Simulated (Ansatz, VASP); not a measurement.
## Two plane-wave programs on AgCl

Contents of INCAR:

```
SYSTEM = AgCl
PREC = Accurate
ENCUT = 520
EDIFF = 1E-7
ISMEAR = 0
SIGMA = 0.03
LREAL = .FALSE.
LASPH = .TRUE.
NELM = 80
ALGO = Normal
ISIF = 2
LWAVE = .FALSE.
LCHARG = .FALSE.
GGA = PS
NBANDS = 26
```

Contents of KPOINTS:

```
regular mesh
0
G
  10 10 10
  0 0 0
```

The input POSCAR:

```
AgCl
1.0
    1.9410688169     -5.5565952358      0.0000000000
    1.9410688169      5.5565952358      0.0000000000
    0.0000000000      0.0000000000      3.9240373500
Ag Cl
2 2
Direct
    0.3965554000      0.6034446000      0.7500000000
    0.6034446000      0.3965554000      0.2500000000
    0.8654487300      0.1345512700      0.2500000000
    0.1345512700      0.8654487300      0.7500000000
```

Input for Ansatz:

```yaml
crystal:
  lattice:
    - [1.9410688169, -5.5565952358, 0.0]
    - [1.9410688169, 5.5565952358, 0.0]
    - [0.0, 0.0, 3.92403735]
  atoms:
    - { symbol: Ag, position: [0.3965554, 0.6034446, 0.75] }
    - { symbol: Ag, position: [0.6034446, 0.3965554, 0.25] }
    - { symbol: Cl, position: [0.86544873, 0.13455127, 0.25] }
    - { symbol: Cl, position: [0.13455127, 0.86544873, 0.75] }
basis:
  ecutwfc: 420
kpoints:
  mp_grid: { grid: [10, 10, 10] }
hamiltonian:
  xc: pbesol
scf:
  occupations: { method: gaussian, width: 0.03 }
output:
  forces: true
  stress: true
  eigenvalues: true
```

Change from the starting cell: strain +0.0375 x Voigt [1, 0, 0, 0, 0, 0], atoms carried along.

Alike in both runs: task single point; functional PBEsol; k mesh 10 × 10 × 10; occupations gaussian, width 0.03 eV; no spin polarisation.

|  | VASP | Ansatz |
| --- | --- | --- |
| version | VASP 6.6.1 | Ansatz 0.2.0 |
| potentials or method | VASP PAW PBE potentials, release 64 (Ag, Cl), cutoff 520 eV | scalar-relativistic, plane waves, PAW |
| valence electrons in the cell | 36 | 52 |

|  | VASP | Ansatz | Ansatz less VASP |
| --- | --- | --- | --- |
| gap on the k mesh at the Fermi level (eV) | 0.32 | 0.32 | 0.000 |
| least direct gap on the mesh (eV) | 1.69 | 1.69 | -0.002 |
| pressure (GPa) | -4.7 | -4.6 | +0.09 |
| traceless stress, the component that is largest in VASP (GPa) | 1.31 | 1.29 | -0.024 |
| rms of the force components (eV/Å) | 0.011 | 0.010 | -0.0009 |

VASP's potentials were made for PBE, not for PBEsol. Atom by atom the forces differ by 0.001 eV/Å (rms over components). VASP's potentials hold 36 valence electrons a cell and Ansatz's 52, so a difference there can come from the potentials and not from the codes.
